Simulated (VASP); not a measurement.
Runs of VASP 6.6.1 on InSb. The structure is that of space group F-43m (No. 216), or close to it. The cells are those of the table. 

```tsv
cell	gap on the mesh (eV)	pressure (GPa)
a = 4.615, b = 4.615, c = 4.581 Å, angles 60.2, 60.2, 59.5°, 2 atoms	none	(a)
a = 4.615, b = 4.615, c = 4.649 Å, angles 59.8, 59.8, 60.5°, 2 atoms	-	1.7
a = 4.650, b = 4.650, c = 4.581 Å, angles 60.5, 60.5, 59.0°, 2 atoms	none	1.7
a = 4.684, b = 4.684, c = 4.718 Å, angles 59.8, 59.8, 60.5°, 2 atoms	-	-0.1
a = 4.684, b = 4.684, c = 4.649 Å, angles 60.2, 60.2, 59.5°, 2 atoms	none	0.4
```

Alike in all rows: task single point; level PBE; potentials or basis VASP PAW PBE potentials, release 64 (In_d, Sb); no spin polarisation; k mesh 12 × 12 × 12; cutoff (eV) 520; smearing gaussian 0.15 eV.

Question: Fill in the values left out.

Answer: (a) 2.4.

Caveats: spin-orbit coupling is left out, which moves the levels of the heavy elements; semilocal functionals underestimate gaps, so a narrow gap can read as zero (at least some runs).

A k mesh can miss the band edges, and the runs leave out spin-orbit coupling on In, Sb.

A gap of «none» marks levels without a gap at the run's occupations.
